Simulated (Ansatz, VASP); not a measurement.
# One calculation of Hf3N2, two programs

POSCAR

```
Hf3N2
1.0
    1.5994260774      0.9234290764      7.7548432223
   -1.5994260774      0.9234290764      7.7548432223
    0.0000000000     -1.8468581527      7.7548432223
Hf N
3 2
Direct
    0.7794186600      0.7794186600      0.7794186600
    0.2205813400      0.2205813400      0.2205813400
    0.0000000000      0.0000000000      0.0000000000
    0.6119155300      0.6119155300      0.6119155300
    0.3880844700      0.3880844700      0.3880844700
```

INCAR.step1

```
SYSTEM = Hf3N2
ALGO = Normal
EDIFF = 1E-4
ENCUT = 520
GGA = PE
ISMEAR = -5
LASPH = .True.
LCHARG = .False.
LREAL = .False.
LWAVE = .True.
NBANDS = 28
NELM = 60
PREC = Accurate
SIGMA = 0.1
```

File INCAR.step2:

```
SYSTEM = Hf3N2
ALGO = Normal
EDIFF = 1E-6
ENCUT = 520
ISIF = 2
ISMEAR = -5
ISTART = 1
LASPH = .True.
LCHARG = .True.
LELF = .True.
LMIXTAU = .True.
LREAL = .False.
LVHAR = .True.
LWAVE = .False.
METAGGA = R2SCAN
NBANDS = 28
NELM = 60
PREC = Accurate
SIGMA = 0.1
```

KPOINTS

```
k-points
0
Gamma
  12 12 12
  0 0 0
```

Input for Ansatz:

```yaml
crystal:
  lattice:
    - [1.5994260774, 0.9234290764, 7.7548432223]
    - [-1.5994260774, 0.9234290764, 7.7548432223]
    - [0.0, -1.8468581527, 7.7548432223]
  atoms:
    - { symbol: Hf, position: [0.77941866, 0.77941866, 0.77941866] }
    - { symbol: Hf, position: [0.22058134, 0.22058134, 0.22058134] }
    - { symbol: Hf, position: [0.0, 0.0, 0.0] }
    - { symbol: "N", position: [0.61191553, 0.61191553, 0.61191553] }
    - { symbol: "N", position: [0.38808447, 0.38808447, 0.38808447] }
basis:
  ecutwfc: 500
kpoints:
  mp_grid: { grid: [12, 12, 12] }
hamiltonian:
  xc: r2scan
scf:
  occupations: { method: tetrahedron }
output:
  forces: true
  stress: true
  eigenvalues: true
```

Alike in both runs: task single point; functional r2SCAN; k mesh 12 × 12 × 12; occupations tetrahedron; no spin polarisation.

|  | VASP | Ansatz |
| --- | --- | --- |
| version | VASP 6.6.1 | Ansatz 0.2.0 |
| potentials or method | VASP PAW PBE potentials, release 64 (Hf_pv, N), cutoff 520 eV | scalar-relativistic, plane waves, PAW |
| valence electrons in the cell | 40 | 88 |

VASP gave:

* gap on the k mesh at the Fermi level (eV): none
* pressure (GPa): 0.1
* traceless stress, the component that is largest in VASP (GPa): -0.17
* rms of the force components (eV/Å): 0.033

Q: What did Ansatz give for the same quantities?

A: gap on the k mesh at the Fermi level (eV): none; pressure (GPa): 2.0; traceless stress, the component that is largest in VASP (GPa): -0.31; rms of the force components (eV/Å): 0.048.

VASP's potentials were made for PBE, not for r2SCAN. Atom by atom the forces differ by 0.028 eV/Å (rms over components). A gap of «none» marks a metal or a gap that the smearing closes. VASP's potentials hold 40 valence electrons a cell and Ansatz's 88, so a difference there can come from the potentials and not from the codes. Ansatz's warnings: band table not solved further, tetrahedron derivatives may miss energy slope.

Spin-orbit coupling is off throughout.
